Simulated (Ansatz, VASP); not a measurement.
## Cu in VASP and in Ansatz

File INCAR:

```
SYSTEM = Cu
PREC = Accurate ; ENCUT = 520
EDIFF = 1E-7 ; ISMEAR = -1
SIGMA = 0.05 ; LREAL = .FALSE.
LASPH = .TRUE. ; NELM = 60
ALGO = Normal ; ISIF = 2
LWAVE = .FALSE. ; LCHARG = .FALSE.
NBANDS = 18
```

KPOINTS

```
regular mesh
0
G
  13 13 7
  0 0 0
```

POSCAR

```
Cu
1.0
    2.5730649657      0.0000000000      0.0000000000
   -1.2865324828      2.2283396258      0.0000000000
    0.0000000000      0.0000000000      4.1683652444
Cu
2
Direct
    0.3133333333      0.6566666667      0.2350000000
    0.6866666667      0.3433333333      0.7650000000
```

Input for Ansatz:

```yaml
crystal:
  lattice:
    - [2.5730649657, 0.0, 0.0]
    - [-1.2865324828, 2.2283396258, 0.0]
    - [0.0, 0.0, 4.1683652444]
  atoms:
    - { symbol: Cu, position: [0.3133333333, 0.6566666667, 0.235] }
    - { symbol: Cu, position: [0.6866666667, 0.3433333333, 0.765] }
kpoints:
  mp_grid: { grid: [13, 13, 7] }
scf:
  occupations: { method: fermi_dirac, width: 0.05 }
hamiltonian:
  xc: lda
  pseudopotentials: { kind: all_electron, lapw: { basis_error: 0.001 } }
output:
  forces: true
  stress: true
  eigenvalues: true
  populations: true
```

Change from the starting cell: shortest bond scaled by 0.94, LAPW.

Alike in both runs: task single point; functional LDA; k mesh 13 × 13 × 7; occupations fermi-dirac, width 0.05 eV; no spin polarisation.

|  | VASP | Ansatz |
| --- | --- | --- |
| version | VASP 6.6.1 | Ansatz 0.2.0 |
| potentials or method | VASP PAW LDA potentials, release 64 (Cu), cutoff 520 eV | all-electron LAPW, scalar-relativistic |

|  | VASP | Ansatz | Ansatz less VASP |
| --- | --- | --- | --- |
| pressure (GPa) | -11.5 | -12.4 | -0.86 |
| traceless stress, the component that is largest in VASP (GPa) | 3.47 | 3.47 | +0.002 |
| rms of the force components (eV/Å) | 0.442 | 0.439 | -0.0029 |

LDA's correlation is that of Perdew and Zunger in VASP and of Perdew and Wang (1992) in Ansatz. Atom by atom the forces differ by 0.003 eV/Å (rms over components). Ansatz ran all-electron here, and VASP with PAW potentials.
